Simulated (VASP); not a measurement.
# MgO: single point with PBE

MgO:

```
Mg O
1.0
     3.28053    0.00000    0.00000
    -1.64026    2.84102    0.00000
     0.00000    0.00000    9.67280
Mg O
4 4
Cartesian
  0.0000 1.8940 9.3777
  0.0000 0.0000 2.1360
  0.0000 0.0000 6.9724
  1.6403 0.9470 4.5413
  0.0000 1.8940 7.5452
  0.0000 0.0000 5.1231
  0.0000 0.0000 0.2867
  1.6403 0.9470 2.7088
```

| Item | Value |
| --- | --- |
| Program | VASP 6.6.1 |
| Task | single point |
| Functional | PBE |
| Potentials or basis | VASP PAW PBE potentials, release 64 (Mg, O) |
| Cutoff | 520 eV |
| k mesh | 9 × 9 × 2 |
| Occupations | gaussian, width 0.05 eV |
| Spin | no spin polarisation |

* Pressure: 12.0 GPa
* Largest force: 1.407 eV/Å
* Band gap on the k mesh: 3.70 eV, direct

Forces on the atoms (eV/Å):
```
Mg   0.000  0.000  1.346
Mg   0.000  0.000  1.366
Mg   0.000  0.000  1.366
Mg   0.000  0.000  1.346
O    0.000  0.000 -1.407
O    0.000  0.000 -1.305
O    0.000  0.000 -1.305
O    0.000  0.000 -1.407
```

Stress tensor (GPa, compression positive):
```
 3.69  0.00  0.00
 0.00  3.69  0.00
 0.00  0.00 28.70
```

Levels at points of the mesh, in eV from the valence-band top:
```csv
k point,band 12,band 13,band 14,band 15,band 16,band 17,band 18,band 19,band 20,band 21
"(0.00, 0.00, 0.00)",-0.51,-0.51,-0.36,-0.36,0.00,3.70,6.06,6.26,8.77,10.47
"(0.00, 0.00, 0.50)",-0.65,-0.41,-0.41,-0.41,-0.41,4.57,4.57,7.74,7.74,11.75
```

Wall time 28 s on 1 thread of Intel(R) Xeon(R) 6975P-C (Granite Rapids), on a shared host, peak memory 0.2 GiB.

Caveat: forces of over 1 eV/Å act on the atoms, so gaps and moduli don't describe the material at rest. Expect the measured gap to be larger: semilocal functionals such as PBE lack the derivative discontinuity.
